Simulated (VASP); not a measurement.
A run of VASP 6.6.1 is set up as follows.

INCAR

```
PREC = Accurate ; ENCUT = 600
EDIFF = 1E-8 ; ISMEAR = -1
SIGMA = 0.1 ; LREAL = False
LASPH = True ; NELM = 100
ALGO = Normal ; ISIF = 3
LWAVE = False ; LCHARG = False
GGA = PE ; IVDW = 12
NBANDS = 16 ; IBRION = 6
NFREE = 2 ; POTIM = 0.015
NSW = 1
```

Contents of KPOINTS:

```
regular mesh
0
Gamma
  15 15 15
```

POSCAR

```
AlRu
1.0
    2.9798893367      0.0000000000      0.0000000000
    0.0000000000      2.9798893367      0.0000000000
    0.0000000000      0.0000000000      2.9798893367
Al Ru
1 1
Direct
    0.0000000000      0.0000000000      0.0000000000
    0.5000000000      0.5000000000      0.5000000000
```

Potentials or basis: VASP PAW PBE potentials, release 64 (Al, Ru_pv).

Run with:

```bash
$ cat potpaw_PBE.64/Al/POTCAR potpaw_PBE.64/Ru_pv/POTCAR > POTCAR
$ mpirun -np 1 vasp_std > vasp.out
```

**Question.** Predict the elastic constants C11, C12, C44.

**Answer.** 339, 152, 135 GPa.

**Question.** Predict the Voigt bulk modulus.

**Answer.** 215 GPa.

**Question.** Predict the highest phonon frequency at Γ.

**Answer.** 323 cm⁻¹.

**Question.** Estimate the dispersion energy per atom.

**Answer.** -0.521 eV.

Clamped-ion elastic tensor (GPa):
```
339 152 152   0   0   0
152 339 152   0   0   0
152 152 339   0   0   0
  0   0   0 135   0   0
  0   0   0   0 135   0
  0   0   0   0   0 135
```

Caveat: the cell is under stress, which shifts elastic constants; three body term missing.
